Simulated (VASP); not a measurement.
MnO:

```
Mn O
1.0
     0.00000    2.22200    2.22200
     2.22200    0.00000    2.22200
     2.22200    2.22200    0.00000
Mn O
1 1
Cartesian
  0.0000 0.0000 0.0000
  2.2220 2.2220 2.2220
```

Base run:

| Property | Result |
| --- | --- |
| Program | VASP 6.6.1 |
| Functional | LDA |
| Potentials or basis | VASP PAW LDA potentials, release 64 (Mn_sv, O) |
| Cutoff | 600 eV |
| k mesh | 7 × 7 × 7 |
| Occupations | gaussian, width 0.05 eV |
| Spin | collinear spin, ferrimagnetic start |
| Starting moments | [4.47, -0.02] μB |
| Fixed moment | 4.5 μB |
| Hubbard terms | Mn d U = 6.0 eV |

Its results: pressure -14.0 GPa; site moments Mn +4.31; O +0.01 μB.

Question: The run is repeated on the same cell with these changes: potentials or basis from VASP PAW LDA potentials, release 64 (Mn_sv, O) to VASP PAW LDA potentials, release 64 (Mn_pv, O); cutoff from 600 eV to 520 eV; further incar settings from ALGO = Normal; EDIFF = 1e-06; NBANDS = 22 to ALGO = Normal; EDIFF = 1e-06; NBANDS = 20; valence electrons from 21 to 19. What comes out?

Answer: Pressure -10.3 GPa; site moments Mn +4.39; O -0.01 μB.

Caveats: the total moment is fixed, so each spin has its own Fermi level; a cell with one magnetic atom can't hold antiferromagnetic order, which such compounds often take.
